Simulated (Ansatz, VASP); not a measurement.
**V: VASP beside Ansatz**

```
V
1.0
    -1.52813    1.51300    1.51300
     1.51300   -1.52813    1.51300
     1.51300    1.51300   -1.52813
V
1
Direct
  0.00000 0.00000 0.00000
```

Change from the starting cell: equal xy, yz and zx shear strains of -1 %, PAW files.

Alike in both runs: task electric field gradients; functional PBE; k mesh 19 × 19 × 19; occupations fermi-dirac, width 0.03 eV; collinear spin.

```csv
,VASP,Ansatz
version,VASP 6.6.1,Ansatz 0.2.0
potentials or method,"VASP PAW PBE potentials, release 64 (V_sv)","PAW with Ansatz's default frozen-core files, scalar-relativistic"
plane-wave cutoff (eV),520,420
valence electrons in the cell,13,13
```

Ansatz gave:

* pressure (GPa): -5.1
* traceless stress, the component that is largest in VASP (GPa): 0.20
* net moment per atom (μB): 0.00
* size of Vzz on the site where it differs most (V/Å²): 2.6

Question: What did VASP give for the same quantities?

Answer: Pressure (GPa): -4.9; traceless stress, the component that is largest in VASP (GPa): 0.21; net moment per atom (μB): 0.00; size of Vzz on the site where it differs most (V/Å²): 2.9.

The functional is the same, so the differences come from potentials, cutoffs and numerics. Ansatz's warnings: seeded moment not kept.
